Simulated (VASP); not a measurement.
Al3H:

```xyz
4
Lattice="2.7666 0.0000 0.0000 -1.3833 2.3959 0.0000 0.0000 0.0000 8.1811" Properties=species:S:1:pos:R:3 pbc="T T T"
Al    0.0000    0.0000    0.0000
Al    1.3833    0.7986    5.6258
Al    1.3833    0.7986    2.5553
H     0.0000    0.0000    4.0906
```

The cell was generated, and may not be a known phase.

- Program: VASP 6.6.1
- Task: relaxation of cell and atoms
- Functional: PBE
- Potentials or basis: VASP PAW PBE potentials, release 64 (Al, H)
- Cutoff: 600 eV
- k mesh: 18 × 18 × 6
- Occupations: gaussian, width 0.1 eV
- Spin: no spin polarisation

At the start: pressure 0.1 GPa; volume 13.56 Å³/atom.

**Question.** Where does the relaxation end?

**Answer.** Over 8 steps the energy falls by 8.9 meV/atom and the volume is 13.39 Å³/atom (-1.2 %); space group P-6m2 (No. 187, to 0.1 Å) before and after.

The path:
| step | energy change (eV) | largest force (eV/Å) | pressure (GPa) | volume (Å³) |
| --- | --- | --- | --- | --- |
| 1 | 0.0000 | 0.0858 | 0.10 | 54.23 |
| 2 | -0.0186 | 0.0617 | -0.33 | 54.29 |
| 3 | -0.0284 | 0.0143 | -0.65 | 54.33 |
| 4 | -0.0318 | 0.0717 | -1.07 | 54.36 |
| 5 | -0.0346 | 0.0458 | 0.42 | 53.24 |
| 6 | -0.0350 | 0.0539 | 0.04 | 53.52 |
| 7 | -0.0353 | 0.0289 | 0.02 | 53.54 |
| 8 | -0.0355 | 0.0014 | 0.00 | 53.56 |

Final structure:
```
Al H
1.0
     2.84078    0.00000    0.00000
    -1.42039    2.46019    0.00000
     0.00000    0.00000    7.66340
Al H
3 1
Direct
  0.00000 0.00000 0.00000
  0.66667 0.33333 0.68820
  0.66667 0.33333 0.31180
  0.00000 0.00000 0.50000
```

Caveat: the highest band is partly filled, so the run has too few bands.
